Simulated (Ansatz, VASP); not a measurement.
# One calculation of PtS2, two programs

```
Pt S
1.0
     3.54056    0.00000    0.00000
    -1.77028    3.06622    0.00000
     0.00000    0.00000    5.16760
Pt S
1 2
Direct
  0.00000 0.00000 0.00000
  0.33333 0.66667 0.23851
  0.66667 0.33333 0.76149
```

Change from the starting cell: epitaxial_xy strain -0.3%.

Alike in both runs: task single point; functional r2SCAN; k mesh 12 × 12 × 6; no spin polarisation.

|  | VASP | Ansatz |
| --- | --- | --- |
| version | VASP 6.6.1 | Ansatz 0.2.0 |
| potentials or method | VASP PAW PBE potentials, release 64 (Pt, S) | plane waves, PAW |
| plane-wave cutoff (eV) | 520 | 500 |
| occupations | gaussian, width 0.01 eV | fixed |
| valence electrons in the cell | 22 | 30 |

Ansatz gave:

| Property | Result |
| --- | --- |
| gap on the k mesh at the Fermi level (eV) | 0.91 |
| pressure (GPa) | 1.8 |
| traceless stress, the component that is largest in VASP (GPa) | -0.44 |
| rms of the force components (eV/Å) | 0.021 |

Q: Estimate VASP's values.

A: gap on the k mesh at the Fermi level (eV): 0.90; pressure (GPa): 1.7; traceless stress, the component that is largest in VASP (GPa): -0.46; rms of the force components (eV/Å): 0.023.

VASP's potentials were made for PBE, not for r2SCAN. Atom by atom the forces differ by 0.002 eV/Å (rms over components). VASP's potentials hold 22 valence electrons a cell and Ansatz's 30, so a difference there can come from the potentials and not from the codes.

Spin-orbit coupling is off throughout.
